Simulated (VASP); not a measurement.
# BP (I-4m2) in VASP: notebook

Runs on BP. Level: r2SCAN. Tasks: single point.

Program: VASP 6.6.1. These are calculated values, not measurements. Logs are shortened: lines on timing, memory, paths and dates and some standing lists are left out, and cuts for length are marked.

## 1. The cell of the first run

It takes space group I-4m2 (No. 119, tetragonal). Conventional cell: a = 3.208 Å, b = 3.208 Å, c = 4.401 Å, α = 90.00°, β = 90.00°, γ = 90.00°. B (site symmetry -4m2) has 4 P at 1.94 Å within 2.6 Å. Within 2.6 Å of P (site symmetry -4m2) lie 4 B at 1.94 Å.

## 2. Single point, r2SCAN (uniaxial z strain -3.0%)

Input file POSCAR:

```
BP
1.0
    0.0000000000      2.2683156689      2.2002661989
    2.2683156689      0.0000000000      2.2002661989
    2.2683156689      2.2683156689      0.0000000000
B P
1 1
Direct
    0.0000000000      0.0000000000      0.0000000000
    0.2500000000      0.2500000000      0.2500000000
```

Input file INCAR.step1:

```
SYSTEM = BP
PREC     = Accurate       ! precision mode
ENCUT    = 520            ! plane-wave cutoff, eV
ISMEAR   = 0              ! smearing method
SIGMA    = 0.01           ! smearing width, eV
LREAL    = .False.        ! projectors in reciprocal space
LASPH    = .True.         ! aspherical terms in the spheres
NELM     = 80             ! most SCF steps
NBANDS   = 11             ! bands
GGA      = PE             ! functional
ALGO     = Normal         ! electronic algorithm
EDIFF    = 1E-4           ! SCF threshold, eV
LWAVE    = .True.         ! write WAVECAR
LCHARG   = .False.        ! write CHGCAR
```

Input file INCAR.step2:

```
SYSTEM = BP
PREC     = Accurate       ! precision mode
ENCUT    = 520            ! plane-wave cutoff, eV
EDIFF    = 1E-6           ! SCF threshold, eV
ISMEAR   = 0              ! smearing method
SIGMA    = 0.01           ! smearing width, eV
LREAL    = .False.        ! projectors in reciprocal space
LASPH    = .True.         ! aspherical terms in the spheres
NELM     = 80             ! most SCF steps
ALGO     = Normal         ! electronic algorithm
ISIF     = 2              ! what is computed and relaxed
LWAVE    = .False.        ! write WAVECAR
LCHARG   = .True.         ! write CHGCAR
METAGGA  = R2SCAN         ! meta-GGA
LMIXTAU  = .True.       
LELF     = .True.         ! ELF
LVHAR    = .True.       
NBANDS   = 11             ! bands
ISTART   = 1
```

Input file KPOINTS:

```
regular mesh
0
Gamma
  10 10 10
  0 0 0
```

Potentials or basis: VASP PAW PBE potentials, release 64 (B, P).

On the command line:

```sh
$ cat potpaw_PBE.64/B/POTCAR potpaw_PBE.64/P/POTCAR > POTCAR
$ cp INCAR.step1 INCAR
$ mpirun -np 1 vasp_std > vasp.out
$ cp INCAR.step2 INCAR
$ mpirun -np 1 vasp_std > vasp.out
```

OUTCAR:

```text
SYSTEM = BP
   PREC = Accurate
   ENCUT = 520
   EDIFF = 1E-6
   ISMEAR = 0
   LREAL = .False.
   LASPH = .True.
   NELM = 80
   ISIF = 2
   METAGGA = R2SCAN
   ISTART = 1

 ion  position               nearest neighbor table
   1  0.000  0.000  0.000-   2 1.94   2 1.94   2 1.94   2 1.94
   2  0.250  0.250  0.250-   1 1.94   1 1.94   1 1.94   1 1.94

  LATTYP: Found a body centered tetragonal cell.
 ALAT       =     3.2078827827
 C/A-ratio  =     1.3717871555

  Lattice vectors:

 A1 = (   0.0000000000,  -2.2683156689,  -2.2002661989)
 A2 = (   0.0000000000,   2.2683156689,  -2.2002661989)
 A3 = (   2.2683156689,   0.0000000000,   2.2002661989)

Analysis of symmetry for initial positions (statically):
=====================================================================
 Subroutine PRICEL returns:
 Original cell was already a primitive cell.

 Routine SETGRP: Setting up the symmetry group for a
 body centered tetragonal supercell.

 Subroutine GETGRP returns: Found  8 space group operations
 (whereof  8 operations were pure point group operations)
 out of a pool of 16 trial point group operations.

The static configuration has the point symmetry D_2d.

Analysis of symmetry for dynamics (positions and initial velocities):
=====================================================================
 Subroutine PRICEL returns:
 Original cell was already a primitive cell.

 Routine SETGRP: Setting up the symmetry group for a
 body centered tetragonal supercell.

 Subroutine GETGRP returns: Found  8 space group operations
 (whereof  8 operations were pure point group operations)
 out of a pool of 16 trial point group operations.

The dynamic configuration has the point symmetry D_2d.

 Subroutine INISYM returns: Found  8 space group operations
 (whereof  8 operations are pure point group operations),
 and found     1 'primitive' translations

----------------------------------------------------------------------------------------

                                     Primitive cell

  volume of cell :      22.6419

  direct lattice vectors                    reciprocal lattice vectors
     0.000000000  2.268315669  2.200266199    -0.220427874  0.220427874  0.227245231
     2.268315669  0.000000000  2.200266199     0.220427874 -0.220427874  0.227245231
     2.268315669  2.268315669  0.000000000     0.220427874  0.220427874 -0.227245231

  length of vectors
     3.160130902  3.160130902  3.207882783     0.385768441  0.385768441  0.385768441

  position of ions in fractional coordinates (direct lattice)
     0.000000000  0.000000000  0.000000000
     0.250000000  0.250000000  0.250000000

  ion indices of the primitive-cell ions
   primitive index   ion index
                 1           1
                 2           2

----------------------------------------------------------------------------------------

 KPOINTS: regular mesh

Automatic generation of k-mesh.
 Grid dimensions read from file:
 generate k-points for:   10   10   10

 Generating k-lattice:

  Cartesian coordinates                     Fractional coordinates (reciprocal lattice)
    -0.022042787  0.022042787  0.022724523     0.100000000 -0.000000000  0.000000000
     0.022042787 -0.022042787  0.022724523    -0.000000000  0.100000000  0.000000000
     0.022042787  0.022042787 -0.022724523     0.000000000  0.000000000  0.100000000

  Length of vectors
     0.038576844  0.038576844  0.038576844

  Shift w.r.t. Gamma in fractional coordinates (k-lattice)
     0.000000000  0.000000000  0.000000000

 Subroutine IBZKPT returns following result:
 ===========================================

 Found    102 irreducible k-points:

 Following reciprocal coordinates:
            Coordinates               Weight
  0.000000  0.000000  0.000000      1.000000
  0.100000  0.000000  0.000000      8.000000
  0.200000  0.000000  0.000000      8.000000
  0.300000  0.000000  0.000000      8.000000
  0.400000  0.000000  0.000000      8.000000
  0.500000  0.000000  0.000000      4.000000
[... 16 lines left out ...]
  0.300000  0.300000  0.000000      2.000000
  0.400000  0.300000  0.000000      8.000000
 [... further k-points ...]
   k-points           NKPTS =    102   k-points in BZ     NKDIM =    102   number of bands    NBANDS=     11
   number of dos      NEDOS =    301   number of ions     NIONS =      2
   total plane-waves  NPLWV =  13824
   dimension x,y,z NGX =    24 NGY =   24 NGZ =   24
   dimension x,y,z NGXF=    48 NGYF=   48 NGZF=   48
   ions per type =               1   1
   NGX,Y,Z   is equivalent  to a cutoff of  12.63, 12.63, 12.44 a.u.
   NGXF,Y,Z  is equivalent  to a cutoff of  25.25, 25.25, 24.88 a.u.
 SYSTEM =  BP
   PREC   = accura    normal or accurate (medium, high low for compatibility)
   ISTART =      1    job   : 0-new  1-cont  2-samecut
   ICHARG =      0    charge: 1-file 2-atom 10-const
   ISPIN  =      1    spin polarized calculation?
   LNONCOLLINEAR =      F non collinear calculations
   LSORBIT =      F    spin-orbit coupling
   LASPH  =      T    aspherical Exc in radial PAW
   ENCUT  =  520.0 eV  38.22 Ry    6.18 a.u.   5.88  5.88  5.96*2*pi/ulx,y,z
   NELM   =     80;   NELMIN=  2; NELMDL=  0     # of ELM steps
   EDIFF  = 0.1E-05   stopping-criterion for ELM
   LREAL  =      F    real-space projection
   EDIFFG = 0.1E-04   stopping-criterion for IOM
   NSW    =      0    number of steps for IOM
   IBRION =     -1    ionic relax: 0-MD 1-quasi-New 2-CG
   NFREE  =      0    steps in history (QN), initial steepest desc. (CG)
   ISIF   =      2    stress and relaxation
   ISYM   =      2    0-nonsym 1-usesym 2-fastsym
   POTIM  = 0.5000    time-step for ionic-motion
   TEBEG  =    0.0;   TEEND  =   0.0 temperature during run
   PSTRESS=    0.0 pullay stress
   NELECT =       8.0000    total number of electrons
   NUPDOWN=      -1.0000    fix difference up-down
   EMIN   =  10.00;   EMAX   =-10.00  energy-range for DOS
   EFERMI =   0.00;   METHOD = LEGACY
   ISMEAR =     0;   SIGMA  =   0.01  broadening in eV -4-tet -1-fermi 0-gaus
   EFERMI_NEDOS =   21; number of points for ismear=-14 and -15
   IALGO  =     38    algorithm
   IMIX   =      4    mixing-type and parameters
     AMIX     =   0.40;   BMIX     =  1.00
     AMIX_MAG =   1.60;   BMIX_MAG =  1.00
  volume/ion in A,a.u.               =      11.32        76.40
  Fermi-wavevector in a.u.,A,eV,Ry     =   1.157357  2.187088 18.224674  1.339476
  Thomas-Fermi vector in A             =   2.293969
   LORBIT       =      0    0 simple, 1 ext, 2 COOP (PROOUT), +10 PAW based schemes
   METAGGA = R2SCAN    functional components
   LHFCALC =     F    Hartree Fock is set to
   AEXX    =    0.0000 exact exchange contribution
   IVDW    =     0    specifies the selected vdW correction
   LEPSILON=     F    determine dielectric tensor
   LRPA    =     F    only Hartree local field effects (RPA)
 non-spin polarized calculation
 Gauss-broadening in eV      SIGMA  =   0.01
  energy-cutoff  :      520.00
  volume of cell :       22.64
 maximum number of plane-waves:       620
   NGX = 11   NGY = 11   NGZ = 11

 number of electron       8.0000001 magnetization

 Free energy of the ion-electron system (eV)
  ---------------------------------------------------
  ext. energy  EPLUGINS =         0.00000000
  ---------------------------------------------------
  free energy    TOTEN  =       -17.28893249 eV

  energy without entropy =      -17.28893249  energy(sigma->0) =      -17.28893249

 E-fermi :   8.0497     XC(G=0): -11.6444

 val. band max:        7.9766059494   @ k =   0.0000   0.0000   0.0000
 cond. band min:       8.8943308267   @ k =   0.4000   0.4000   0.0000
 fundamental gap:      0.9177248774
 Fermi energy:         8.0496967285

 k-point     1 :       0.0000    0.0000    0.0000
  band No.  band energies     occupation
      1      -8.7842      2.00000
      2       7.6651      2.00000
      3       7.6651      2.00000
      4       7.9766      2.00000
      5      11.3376      0.00000
      6      11.5266      0.00000
      7      11.5266      0.00000
      8      16.2725      0.00000
      9      20.0780      0.00000
     10      20.4163      0.00000
     11      20.9038      0.00000

 k-point     2 :       0.1000    0.0000    0.0000
  band No.  band energies     occupation
      1      -8.5898      2.00000
      2       6.3651      2.00000
      3       7.3332      2.00000
      4       7.5753      2.00000
      5      11.7653      0.00000
      6      11.9624      0.00000
      7      12.0703      0.00000
      8      16.7817      0.00000
      9      19.4612      0.00000
     10      20.1236      0.00000
     11      21.0321      0.00000

 k-point     3 :       0.2000    0.0000    0.0000
  band No.  band energies     occupation
      1      -8.0139      2.00000
      2       3.8629      2.00000
      3       6.6982      2.00000
      4       6.9887      2.00000
      5      12.1858      0.00000
      6      12.6836      0.00000
      7      12.7776      0.00000
      8      17.9380      0.00000
      9      19.0122      0.00000
     10      19.3744      0.00000
     11      21.9269      0.00000

 k-point     4 :       0.3000    0.0000    0.0000
  band No.  band energies     occupation
      1      -7.0867      2.00000
      2       1.3268      2.00000
      3       6.1370      2.00000
      4       6.4890      2.00000
      5      12.1421      0.00000
      6      12.9144      0.00000
      7      13.2033      0.00000
      8      18.7887      0.00000
      9      19.8543      0.00000
     10      19.8875      0.00000
     11      22.2349      0.00000
[... 239 lines left out ...]
 k-point    22 :      -0.2000    0.2000    0.0000
  band No.  band energies     occupation
      1      -6.8074      2.00000
      2       2.2474      2.00000
      3       3.4306      2.00000
      4       6.2050      2.00000
      5      12.4243      0.00000
      6      13.5694      0.00000
      7      14.9768      0.00000
      8      17.0367      0.00000
      9      17.6693      0.00000
     10      22.3560      0.00000
     11      24.8806      0.00000

 k-point    23 :       0.3000    0.3000    0.0000
  band No.  band energies     occupation
      1      -6.4092      2.00000
      2       2.8736      2.00000
      3       4.0832      2.00000
      4       4.0832      2.00000
      5       9.2212      0.00000
      6      11.9397      0.00000
      7      17.4751      0.00000
      8      17.4751      0.00000
      9      22.4873      0.00000
     10      22.6634      0.00000
     11      26.1157      0.00000

 k-point    24 :       0.4000    0.3000    0.0000
  band No.  band energies     occupation
      1      -5.4864      2.00000
      2       1.3278      2.00000
      3       3.3228      2.00000
      4       3.7480      2.00000
      5       9.5143      0.00000
      6      11.5197      0.00000
      7      18.0694      0.00000
      8      18.1946      0.00000
      9      23.4542      0.00000
     10      23.8514      0.00000
     11      26.6104      0.00000

 [... further k-points ...]
[... 5 lines left out ...]
  --------------------------------------------------------------------------------------
  -------------------------------------------------------------------------------------
  Total        0.2833869      0.2833869      1.5083772      0.0000000      0.0000000      0.0000000
  in kB       20.0529443     20.0529443    106.7353647      0.0000000      0.0000000      0.0000000
  external PRESSURE =      48.9470845 kB  Pullay stress =       0.0000000 kB

 VOLUME and BASIS-vectors are now :
 -----------------------------------------------------------------------------
  energy-cutoff  :      520.00
  volume of cell :       22.64
      direct lattice vectors                 reciprocal lattice vectors
     0.000000000  2.268315669  2.200266199    -0.220427874  0.220427874  0.227245231
     2.268315669  0.000000000  2.200266199     0.220427874 -0.220427874  0.227245231
     2.268315669  2.268315669  0.000000000     0.220427874  0.220427874 -0.227245231

 POSITION                                       TOTAL-FORCE (eV/Angst)
 -----------------------------------------------------------------------------------
      0.00000      0.00000      0.00000         0.000000     -0.000000      0.000000
      1.13416      1.13416      1.10013        -0.000000      0.000000      0.000000
 -----------------------------------------------------------------------------------
    total drift:                                0.000000      0.000000     -0.000000

  FREE ENERGIE OF THE ION-ELECTRON SYSTEM (eV)
  ---------------------------------------------------
  free  energy   TOTEN  =       -17.2889324859 eV

  energy  without entropy=      -17.2889324859  energy(sigma->0) =      -17.28893249
```

It took 27 s on 1 thread of Intel Xeon 6975P-C (Granite Rapids), shared host; peak memory 0.14 GiB.

What came out:

```yaml
Free_energy: -17.2889 eV
Pressure: 4.9 GPa
Band_gap_on_the_k_mesh: 0.92 eV, indirect (least direct gap 3.36 eV)
```

Levels at points of the mesh, in eV from the valence-band top:
| k point | band 1 | band 2 | band 3 | band 4 | band 5 | band 6 | band 7 | band 8 | band 9 |
| --- | --- | --- | --- | --- | --- | --- | --- | --- | --- |
| (0.00, 0.00, 0.00) | -16.76 | -0.31 | -0.31 | 0.00 | 3.36 | 3.55 | 3.55 | 8.30 | 12.10 |
| (0.50, 0.00, 0.00) | -13.14 | -9.94 | -2.32 | -1.91 | 3.99 | 4.68 | 5.15 | 10.85 | 15.15 |
| (0.50, 0.50, 0.00) | -11.21 | -9.31 | -4.90 | -4.90 | 1.03 | 1.37 | 13.14 | 13.14 | 16.82 |
| (0.50, 0.00, 0.50) | -11.53 | -9.60 | -4.59 | -4.52 | 1.39 | 1.83 | 12.78 | 13.50 | 16.29 |

Caveat: the cell differs from its parent crystal (uniaxial z strain -3.0%); the PAW data sets were made with another functional, which shifts forces and pressure a little.

## 3. Single point, r2SCAN (uniaxial z strain -2.0%)

Input file POSCAR:

```
BP
1.0
    0.0000000000      2.2683156689      2.2229493555
    2.2683156689      0.0000000000      2.2229493555
    2.2683156689      2.2683156689      0.0000000000
B P
1 1
Direct
    0.0000000000      0.0000000000      0.0000000000
    0.2500000000      0.2500000000      0.2500000000
```

Input file INCAR.step1:

```
PREC = Accurate
ENCUT = 520
ISMEAR = 0
SIGMA = 0.01
LREAL = False
LASPH = True
NELM = 80
NBANDS = 11
GGA = PE
ALGO = Normal
EDIFF = 1E-4
LWAVE = True
LCHARG = False
```

Input file INCAR.step2:

```
PREC = Accurate
ENCUT = 520
EDIFF = 1E-6
ISMEAR = 0
SIGMA = 0.01
LREAL = False
LASPH = True
NELM = 80
ALGO = Normal
ISIF = 2
LWAVE = False
LCHARG = False
METAGGA = R2SCAN
LMIXTAU = True
NBANDS = 11
ISTART = 1
```

Input file KPOINTS:

```
regular mesh
0
Gamma
  10 10 10
```

Potentials or basis: VASP PAW PBE potentials, release 64 (B, P).

On the command line:

```sh
$ cat potpaw_PBE.64/B/POTCAR potpaw_PBE.64/P/POTCAR > POTCAR
$ cp INCAR.step1 INCAR
$ mpirun -np 1 vasp_std > vasp.out
$ cp INCAR.step2 INCAR
$ mpirun -np 1 vasp_std > vasp.out
```

Run time: 26 s. Hardware: 1 thread of Intel Xeon 6975P-C (Granite Rapids), shared host; peak memory 0.14 GiB.

Results (log left out):

```yaml
Free_energy: -17.3018 eV
Pressure: 3.0 GPa
Band_gap_on_the_k_mesh: 1.10 eV, indirect (least direct gap 3.45 eV)
```

Stress tensor (GPa, compression positive):
```
1.08 0.00 0.00
0.00 1.08 0.00
0.00 0.00 6.86
```

Levels at points of the mesh, in eV from the valence-band top:
```csv
k point,band 1,band 2,band 3,band 4,band 5,band 6,band 7,band 8
"(0.00, 0.00, 0.00)",-16.59,-0.21,-0.21,0.00,3.45,3.58,3.58,8.21
"(0.50, 0.00, 0.00)",-13.02,-9.80,-2.17,-1.89,4.07,4.80,5.08,10.87
"(0.50, 0.50, 0.00)",-11.18,-9.25,-4.71,-4.71,1.20,1.55,13.12,13.12
"(0.50, 0.00, 0.50)",-11.39,-9.44,-4.51,-4.47,1.44,1.86,12.89,13.36
```

Caveat: the cell differs from its parent crystal (uniaxial z strain -2.0%); the PAW data sets were made with another functional, which shifts forces and pressure a little. A k mesh can miss the band edges.

## 4. Single point, r2SCAN (uniaxial z strain -1.0%)

Input file POSCAR:

```
BP
1.0
    0.0000000000      2.2683156689      2.2456325122
    2.2683156689      0.0000000000      2.2456325122
    2.2683156689      2.2683156689      0.0000000000
B P
1 1
Direct
    0.0000000000      0.0000000000      0.0000000000
    0.2500000000      0.2500000000      0.2500000000
```

Input file INCAR.step1:

```
SYSTEM = BP
PREC = Accurate
ENCUT = 520
ISMEAR = 0
SIGMA = 0.01
LREAL = .False.
LASPH = .True.
NELM = 80
NBANDS = 11
GGA = PE
ALGO = Normal
EDIFF = 1E-4
LWAVE = .True.
LCHARG = .False.
```

Input file INCAR.step2:

```
SYSTEM = BP
PREC = Accurate
ENCUT = 520
EDIFF = 1E-6
ISMEAR = 0
SIGMA = 0.01
LREAL = .False.
LASPH = .True.
NELM = 80
ALGO = Normal
ISIF = 2
LWAVE = .False.
LCHARG = .False.
METAGGA = R2SCAN
LMIXTAU = .True.
NBANDS = 11
ISTART = 1
```

Input file KPOINTS:

```
Automatic mesh
0
Gamma
  10 10 10
  0 0 0
```

On the command line:

```sh
$ cat potpaw_PBE.64/B/POTCAR potpaw_PBE.64/P/POTCAR > POTCAR
$ cp INCAR.step1 INCAR
$ mpirun -np 1 vasp_std > vasp.out
$ cp INCAR.step2 INCAR
$ mpirun -np 1 vasp_std > vasp.out
```

Wall time 25 s (1 thread of Intel Xeon 6975P-C (Granite Rapids), shared host); peak memory 0.14 GiB.

Results (log left out):

```
Free energy            : -17.3093 eV
Pressure               : 1.2 GPa
Band gap on the k mesh : 1.27 eV, indirect (least direct gap 3.55 eV)
```

Stress tensor (GPa, compression positive):
```
0.24 0.00 0.00
0.00 0.24 0.00
0.00 0.00 3.13
```

Levels at points of the mesh, in eV from the valence-band top:
```tsv
k point	band 2	band 3	band 4	band 5	band 6	band 7
(0.00, 0.00, 0.00)	-0.10	-0.10	0.00	3.55	3.61	3.61
(0.50, 0.00, 0.00)	-9.65	-2.02	-1.88	4.12	4.92	5.04
(0.50, 0.50, 0.00)	-9.19	-4.53	-4.53	1.37	1.73	13.10
(0.50, 0.00, 0.50)	-9.29	-4.43	-4.41	1.49	1.88	12.98
```

Caveat: the cell differs from its parent crystal (uniaxial z strain -1.0%); the PAW data sets were made with another functional, which shifts forces and pressure a little. A k mesh can miss the band edges.

## 5. Overview

```tsv
cell	gap on the mesh (eV)	pressure (GPa)
a = 3.160, b = 3.160, c = 3.208 Å, angles 59.5, 59.5, 61.0°, 2 atoms	0.92	4.9
a = 3.176, b = 3.176, c = 3.208 Å, angles 59.7, 59.7, 60.7°, 2 atoms	1.10	3.0
a = 3.192, b = 3.192, c = 3.208 Å, angles 59.8, 59.8, 60.3°, 2 atoms	1.27	1.2
```

Alike in all rows: task single point; level r2SCAN; potentials or basis VASP PAW PBE potentials, release 64 (B, P); no spin polarisation; k mesh 10 × 10 × 10; cutoff (eV) 520; smearing gaussian 0.01 eV.

Caveats: the PAW data sets were made with another functional, which shifts forces and pressure a little.

Absolute energies hang on the potentials; compare differences alone.
